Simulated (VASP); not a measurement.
A run of VASP 6.6.1 is set up as follows.

The input INCAR:

```
PREC     = Accurate       # precision mode
ENCUT    = 520            # plane-wave cutoff, eV
EDIFF    = 1E-6           # SCF threshold, eV
ISMEAR   = 0              # smearing method
SIGMA    = 0.1            # smearing width, eV
LREAL    = F              # projectors in reciprocal space
LASPH    = T              # aspherical terms in the spheres
NELM     = 60             # most SCF steps
ALGO     = Fast           # electronic algorithm
ISIF     = 2              # what is computed and relaxed
LWAVE    = F              # write WAVECAR
LCHARG   = T              # write CHGCAR
GGA      = PE             # functional
LELF     = T              # ELF
LVHAR    = T            
NBANDS   = 44             # bands
```

KPOINTS

```
regular mesh
0
Gamma
  4 4 4
```

POSCAR

```
CsZn4Mo
1.0
    4.3203337267      0.0000000000      0.0000000000
    0.0000000000      4.3203337267      0.0000000000
    0.0000000000      0.0000000000      8.8261866708
Cs Zn Mo
1 4 1
Direct
    0.0000000000      0.0000000000      0.0000000000
    0.5000000000      0.0000000000      0.6553687754
    0.0000000000      0.5000000000      0.3446312246
    0.5000000000      0.0000000000      0.3446312246
    0.0000000000      0.5000000000      0.6553687754
    0.5000000000      0.5000000000      0.5000000000
```

Potentials or basis: VASP PAW PBE potentials, release 64 (Cs_sv, Zn, Mo_sv).

The run is started by

```console
$ cat potpaw_PBE.64/Cs_sv/POTCAR potpaw_PBE.64/Zn/POTCAR potpaw_PBE.64/Mo_sv/POTCAR > POTCAR
$ mpirun -np 1 vasp_std > vasp.out
```

**Question.** What does it give for the band gap on the k mesh?

**Answer.** Zero (an odd number of electrons rules out a gap without spin polarisation).

**Question.** Predict the largest force.

**Answer.** 0.034 eV/Å.

**Question.** Estimate the pressure.

**Answer.** 0.2 GPa.

Stress tensor (GPa, compression positive):
```
0.12 0.00 0.00
0.00 0.12 0.00
0.00 0.00 0.28
```

Caveat: the k points lie up to 0.36 Å⁻¹ apart, too coarse for converged energies and pressures of a metal; spin-orbit coupling is left out, which moves the levels of the heavy elements.
